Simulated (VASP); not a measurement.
# F (C2/c) in VASP: electric field gradients with r2SCAN

Aim: the electric field gradients of F with r2SCAN.

All numbers are computed with VASP 6.6.1; they aren't measurements. Logs are shortened: lines on timing, memory, paths and dates and some standing lists are left out, and cuts for length are marked.

**1. The cell of the first run**

The structure is monoclinic, space group C2/c (No. 15). Conventional cell: a = 5.113 Å, b = 3.168 Å, c = 6.622 Å, α = 90.00°, β = 94.87°, γ = 90.00°. F (site symmetry 1) has 1 F at 1.41 Å within 1.9 Å.

**2. Electric field gradients, r2SCAN**

Input file POSCAR:

```
F
1.0
    2.5563224246     -1.5840272486      0.0000000000
    2.5563224246      1.5840272486      0.0000000000
   -0.5621106040      0.0000000000      6.5977088989
F
4
Direct
    0.5958328800      0.9153359700      0.5979555000
    0.0846640300      0.4041671200      0.9020445000
    0.4041671200      0.0846640300      0.4020445000
    0.9153359700      0.5958328800      0.0979555000
```

Input file INCAR.step1:

```
SYSTEM = F
  ALGO = Normal
  EDIFF = 1E-4
  ENCUT = 520
  GGA = PE
  ISMEAR = -1
  LASPH = .TRUE.
  LCHARG = .FALSE.
  LREAL = .FALSE.
  LWAVE = .TRUE.
  NBANDS = 22
  NELM = 100
  PREC = Accurate
  SIGMA = 0.03
```

Input file INCAR.step2:

```
SYSTEM = F
  ALGO = Normal
  EDIFF = 1E-8
  ENCUT = 520
  ISIF = 2
  ISMEAR = -1
  ISTART = 1
  LASPH = .TRUE.
  LCHARG = .FALSE.
  LEFG = .TRUE.
  LMIXTAU = .TRUE.
  LREAL = .FALSE.
  LWAVE = .FALSE.
  METAGGA = R2SCAN
  NBANDS = 22
  NELM = 100
  PREC = Accurate
  SIGMA = 0.03
```

Input file KPOINTS:

```
k-points
0
G
  10 10 4
  0 0 0
```

Potentials or basis: VASP PAW PBE potentials, release 64 (F).

On the command line:

```console
$ cat potpaw_PBE.64/F/POTCAR > POTCAR
$ cp INCAR.step1 INCAR
$ mpirun -np 1 vasp_std > vasp.out
$ cp INCAR.step2 INCAR
$ mpirun -np 1 vasp_std > vasp.out
```

OUTCAR:

```text
SYSTEM = F
   EDIFF = 1E-8
   ENCUT = 520
   ISIF = 2
   ISMEAR = -1
   ISTART = 1
   LASPH = .TRUE.
   LREAL = .FALSE.
   METAGGA = R2SCAN
   NELM = 100
   PREC = Accurate

 ion  position               nearest neighbor table
   1  0.596  0.915  0.598-   3 1.41
   2  0.085  0.404  0.902-   4 1.41
   3  0.404  0.085  0.402-   1 1.41
   4  0.915  0.596  0.098-   2 1.41

  LATTYP: Found a base centered monoclinic cell.
 ALAT       =     5.1126448492
 B/A-ratio  =     0.6196508051
 C/A-ratio  =     1.2951439236
 COS(beta)  =    -0.0848903102

  Lattice vectors:

 A1 = (   2.5563224246,  -1.5840272486,   0.0000000000)
 A2 = (   2.5563224246,   1.5840272486,   0.0000000000)
 A3 = (  -0.5621106040,   0.0000000000,   6.5977088989)

Analysis of symmetry for initial positions (statically):
=====================================================================
 Subroutine PRICEL returns:
 Original cell was already a primitive cell.

 Routine SETGRP: Setting up the symmetry group for a
 base centered monoclinic supercell.

 Subroutine GETGRP returns: Found  4 space group operations
 (whereof  2 operations were pure point group operations)
 out of a pool of  4 trial point group operations.

The static configuration has the point symmetry S_2 .
 The point group associated with its full space group is C_2h.

Analysis of symmetry for dynamics (positions and initial velocities):
=====================================================================
 Subroutine PRICEL returns:
 Original cell was already a primitive cell.

 Routine SETGRP: Setting up the symmetry group for a
 base centered monoclinic supercell.

 Subroutine GETGRP returns: Found  4 space group operations
 (whereof  2 operations were pure point group operations)
 out of a pool of  4 trial point group operations.

The dynamic configuration has the point symmetry S_2 .
 The point group associated with its full space group is C_2h.

 Subroutine INISYM returns: Found  4 space group operations
 (whereof  2 operations are pure point group operations),
 and found     1 'primitive' translations

----------------------------------------------------------------------------------------

                                     Primitive cell

  volume of cell :      53.4320

  direct lattice vectors                    reciprocal lattice vectors
     2.556322425 -1.584027249  0.000000000     0.195593480 -0.315651136  0.016664144
     2.556322425  1.584027249  0.000000000     0.195593480  0.315651136  0.016664144
    -0.562110604  0.000000000  6.597708899     0.000000000  0.000000000  0.151567766

  length of vectors
     3.007312199  3.007312199  6.621610910     0.371712446  0.371712446  0.151567766

  position of ions in fractional coordinates (direct lattice)
     0.595832880  0.915335970  0.597955500
     0.084664030  0.404167120  0.902044500
     0.404167120  0.084664030  0.402044500
     0.915335970  0.595832880  0.097955500

  ion indices of the primitive-cell ions
   primitive index   ion index
                 1           1
                 2           2
                 3           3
                 4           4

----------------------------------------------------------------------------------------

 KPOINTS: k-points

Automatic generation of k-mesh.
 Grid dimensions read from file:
 generate k-points for:   10   10    4

 Generating k-lattice:

  Cartesian coordinates                     Fractional coordinates (reciprocal lattice)
     0.019559348 -0.031565114  0.001666414     0.100000000  0.000000000  0.000000000
     0.019559348  0.031565114  0.001666414     0.000000000  0.100000000  0.000000000
     0.000000000  0.000000000  0.037891942     0.000000000  0.000000000  0.250000000

  Length of vectors
     0.037171245  0.037171245  0.037891942

  Shift w.r.t. Gamma in fractional coordinates (k-lattice)
     0.000000000  0.000000000  0.000000000

 Subroutine IBZKPT returns following result:
 ===========================================

 Found    117 irreducible k-points:

 Following reciprocal coordinates:
            Coordinates               Weight
  0.000000  0.000000  0.000000      1.000000
  0.100000  0.000000 -0.000000      4.000000
  0.200000  0.000000 -0.000000      4.000000
  0.300000  0.000000  0.000000      4.000000
  0.400000  0.000000 -0.000000      4.000000
  0.500000  0.000000 -0.000000      2.000000
[... 16 lines left out ...]
  0.300000  0.300000  0.000000      2.000000
  0.400000  0.300000 -0.000000      4.000000
 [... further k-points ...]
   k-points           NKPTS =    117   k-points in BZ     NKDIM =    117   number of bands    NBANDS=     22
   number of dos      NEDOS =    301   number of ions     NIONS =      4
   total plane-waves  NPLWV =  28800
   dimension x,y,z NGX =    24 NGY =   24 NGZ =   50
   dimension x,y,z NGXF=    48 NGYF=   48 NGZF=  100
   ions per type =               4
   NGX,Y,Z   is equivalent  to a cutoff of  13.27, 13.27, 12.55 a.u.
   NGXF,Y,Z  is equivalent  to a cutoff of  26.53, 26.53, 25.11 a.u.
 SYSTEM =  F
   PREC   = accura    normal or accurate (medium, high low for compatibility)
   ISTART =      1    job   : 0-new  1-cont  2-samecut
   ICHARG =      0    charge: 1-file 2-atom 10-const
   ISPIN  =      1    spin polarized calculation?
   LNONCOLLINEAR =      F non collinear calculations
   LSORBIT =      F    spin-orbit coupling
   LASPH  =      T    aspherical Exc in radial PAW
   ENCUT  =  520.0 eV  38.22 Ry    6.18 a.u.   5.59  5.59 12.31*2*pi/ulx,y,z
   NELM   =    100;   NELMIN=  2; NELMDL=  0     # of ELM steps
   EDIFF  = 0.1E-07   stopping-criterion for ELM
   LREAL  =      F    real-space projection
   EDIFFG = 0.1E-06   stopping-criterion for IOM
   NSW    =      0    number of steps for IOM
   IBRION =     -1    ionic relax: 0-MD 1-quasi-New 2-CG
   NFREE  =      0    steps in history (QN), initial steepest desc. (CG)
   ISIF   =      2    stress and relaxation
   ISYM   =      2    0-nonsym 1-usesym 2-fastsym
   POTIM  = 0.5000    time-step for ionic-motion
   TEBEG  =    0.0;   TEEND  =   0.0 temperature during run
   PSTRESS=    0.0 pullay stress
   NELECT =      28.0000    total number of electrons
   NUPDOWN=      -1.0000    fix difference up-down
   EMIN   =  10.00;   EMAX   =-10.00  energy-range for DOS
   EFERMI =   0.00;   METHOD = LEGACY
   ISMEAR =    -1;   SIGMA  =   0.03  broadening in eV -4-tet -1-fermi 0-gaus
   EFERMI_NEDOS =   21; number of points for ismear=-14 and -15
   IALGO  =     38    algorithm
   IMIX   =      4    mixing-type and parameters
     AMIX     =   0.40;   BMIX     =  1.00
     AMIX_MAG =   1.60;   BMIX_MAG =  1.00
  volume/ion in A,a.u.               =      13.36        90.14
  Fermi-wavevector in a.u.,A,eV,Ry     =   1.319857  2.494169 23.701672  1.742024
  Thomas-Fermi vector in A             =   2.449725
   LORBIT       =      0    0 simple, 1 ext, 2 COOP (PROOUT), +10 PAW based schemes
   METAGGA = R2SCAN    functional components
   LHFCALC =     F    Hartree Fock is set to
   AEXX    =    0.0000 exact exchange contribution
   IVDW    =     0    specifies the selected vdW correction
   LEPSILON=     F    determine dielectric tensor
   LRPA    =     F    only Hartree local field effects (RPA)
 non-spin polarized calculation
  energy-cutoff  :      520.00
  volume of cell :       53.43
 maximum number of plane-waves:      1468
 NGX is ok and might be reduce to    24
   NGX = 11   NGY = 11   NGZ = 25

 number of electron      27.9999997 magnetization

 Free energy of the ion-electron system (eV)
  ---------------------------------------------------
  ext. energy  EPLUGINS =         0.00000000
  ---------------------------------------------------
  free energy    TOTEN  =       -12.46736454 eV

  energy without entropy =      -12.46736454  energy(sigma->0) =      -12.46736454

 E-fermi :  -4.2073     XC(G=0):  -8.8489

 val. band max:       -4.9967807557   @ k =   0.0000   0.0000   0.0000
 cond. band min:      -1.4902968018   @ k =   0.0000   0.0000   0.0000
 fundamental gap:      3.5064839538
 Fermi energy:        -4.2073103605

 k-point     1 :       0.0000    0.0000    0.0000
  band No.  band energies     occupation
      1     -31.1904      2.00000
      2     -30.9928      2.00000
      3     -24.8774      2.00000
      4     -24.3379      2.00000
      5     -11.6194      2.00000
      6     -10.5041      2.00000
[... 574 lines left out ...]
      6     -10.5938      2.00000
[... 14 lines left out ...]
     21      14.6069      0.00000
     22      16.0637      0.00000

 [... further k-points ...]
[... 5 lines left out ...]
  --------------------------------------------------------------------------------------
  -------------------------------------------------------------------------------------
  Total       -0.1041645     -0.0187600      0.1034627      0.0000000      0.0000000      0.0131907
  in kB       -3.1234078     -0.5625242      3.1023650      0.0000000      0.0000000      0.3955280
  external PRESSURE =      -0.1945224 kB  Pullay stress =       0.0000000 kB

 VOLUME and BASIS-vectors are now :
 -----------------------------------------------------------------------------
  energy-cutoff  :      520.00
  volume of cell :       53.43
      direct lattice vectors                 reciprocal lattice vectors
     2.556322425 -1.584027249  0.000000000     0.195593480 -0.315651136  0.016664144
     2.556322425  1.584027249  0.000000000     0.195593480  0.315651136  0.016664144
    -0.562110604  0.000000000  6.597708899     0.000000000  0.000000000  0.151567766

 POSITION                                       TOTAL-FORCE (eV/Angst)
 -----------------------------------------------------------------------------------
      3.52692      0.50610      3.94514        -0.002677     -0.024946      0.042899
      0.74256      0.50610      5.95143         0.002677     -0.024946     -0.042899
      1.02362     -0.50610      2.65257         0.002677      0.024946     -0.042899
      3.80797     -0.50610      0.64628        -0.002677      0.024946      0.042899
 -----------------------------------------------------------------------------------
    total drift:                                0.000000      0.000000     -0.000000

  FREE ENERGIE OF THE ION-ELECTRON SYSTEM (eV)
  ---------------------------------------------------
  free  energy   TOTEN  =       -12.4673645369 eV

  energy  without entropy=      -12.4673645369  energy(sigma->0) =      -12.46736454

 Electric field gradients (V/A^2)
---------------------------------------------------------------------
 ion       V_xx      V_yy      V_zz      V_xy      V_xz      V_yz
---------------------------------------------------------------------
   1    -320.078  -158.941   479.019    13.643   -33.311  -349.494
   2    -320.078  -158.941   479.019   -13.643   -33.311   349.494
   3    -320.078  -158.941   479.019    13.643   -33.311  -349.494
   4    -320.078  -158.941   479.019   -13.643   -33.311   349.494
---------------------------------------------------------------------

 Electric field gradients after diagonalization (V/A^2)
 (convention: |V_zz| > |V_xx| > |V_yy|)
----------------------------------------------------------------------
 ion       V_xx      V_yy      V_zz     asymmetry (V_yy - V_xx)/ V_zz
----------------------------------------------------------------------
   1    -321.544  -313.026   634.570       0.013
   2    -321.544  -313.026   634.570       0.013
   3    -321.544  -313.026   634.570       0.013
   4    -321.544  -313.026   634.570       0.013
----------------------------------------------------------------------

           NMR quadrupolar parameters

 Cq : quadrupolar parameter    Cq=e*Q*V_zz/h
 eta: asymmetry parameters     (V_yy - V_xx)/ V_zz
 Q  : nuclear electric quadrupole moment in mb (millibarn)
----------------------------------------------------------------------
 ion       Cq(MHz)       eta       Q (mb)
----------------------------------------------------------------------
   1       1.534       0.013       1.000
   2       1.534       0.013       1.000
   3       1.534       0.013       1.000
   4       1.534       0.013       1.000
----------------------------------------------------------------------
```

Wall time 4.5 min (1 thread of Intel Xeon Platinum 8488C (Sapphire Rapids), shared host); peak memory 0.22 GiB.

Results:

```yaml
Free_energy: -12.4674 eV
Pressure: 0.0 GPa
Largest_force: 0.050 eV/Å
Band_gap_on_the_k_mesh: 3.51 eV
Largest_electric_field_gradient_by_atom: F +634.6 V/Å²
```

Forces on the atoms (eV/Å):
```
F   -0.003 -0.025  0.043
F    0.003 -0.025 -0.043
F    0.003  0.025 -0.043
F   -0.003  0.025  0.043
```

Stress tensor (GPa, compression positive):
```
-0.31  0.00  0.04
 0.00 -0.06  0.00
 0.04  0.00  0.31
```

Electric field gradients, principal values (V/Å²):
| atom | least | middle | greatest (by size) |
| --- | --- | --- | --- |
| 1 F | -313.026 | -321.544 | 634.570 |
| 2 F | -313.026 | -321.544 | 634.570 |
| 3 F | -313.026 | -321.544 | 634.570 |
| 4 F | -313.026 | -321.544 | 634.570 |

Caveat: without QUAD_EFG the Cq values of the log hold for a quadrupole moment of 1 mb, not for the nuclei; the PAW data sets were made with another functional, which shifts forces and pressure a little.
